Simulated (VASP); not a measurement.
The system is MgH2.

```
CELL_PARAMETERS angstrom
4.06779 0.00000 0.00000
0.00000 4.06779 0.00000
0.00000 0.00000 2.87636
ATOMIC_POSITIONS crystal
Mg 0.00000 0.00000 0.00000
H 0.50000 0.00000 0.50000
H 0.00000 0.50000 0.50000
```

This cell differs from its parent crystal: atoms taken out.

| Item | Value |
| --- | --- |
| Program | VASP 6.6.1 |
| Task | relaxation of cell and atoms |
| Functional | PBE |
| Potentials or basis | VASP PAW PBE potentials, release 64 (Mg_sv, H) |
| Cutoff | 840 eV |
| k mesh | 4 × 4 × 6 |
| Occupations | gaussian, width 0.1 eV |
| Spin | no spin polarisation |

At the start: pressure -10.3 GPa; volume 15.86 Å³/atom.

Question: How do energy, volume and symmetry change on relaxing?

Answer: Over 9 steps the energy falls by 324.1 meV/atom and the volume is 9.66 Å³/atom (-39.1 %); space group P4/mmm (No. 123, to 0.1 Å) before and after.

The path:
```
step  energy change (eV)  largest force (eV/Å)  pressure (GPa)  volume (Å³)
   1              0.0000                0.0000          -10.28        47.59
   2             -0.4826                0.0000           -9.33        40.89
   3             -0.8605                0.0000           -6.15        34.11
   4             -0.6370                0.0000           17.44        22.69
   5             -0.9617                0.0000           -2.33        30.20
   6             -0.9682                0.0000           -0.60        29.04
   7             -0.9678                0.0000           -1.09        29.36
   8             -0.9722                0.0000           -0.36        29.05
   9             -0.9724                0.0000           -0.11        28.97
```

Final structure:
```
CELL_PARAMETERS angstrom
3.29825 0.00000 0.00000
0.00000 3.29825 0.00000
0.00000 0.00000 2.66330
ATOMIC_POSITIONS crystal
Mg 0.00000 0.00000 0.00000
H 0.50000 0.00000 0.50000
H 0.00000 0.50000 0.50000
```

Caveat: the k points lie up to 0.48 Å⁻¹ apart in the final cell, too coarse for converged energies and pressures of a metal; the cell differs from its parent crystal (atoms taken out); the volume moved by over 15 % at a fixed basis, so the end points are rough.
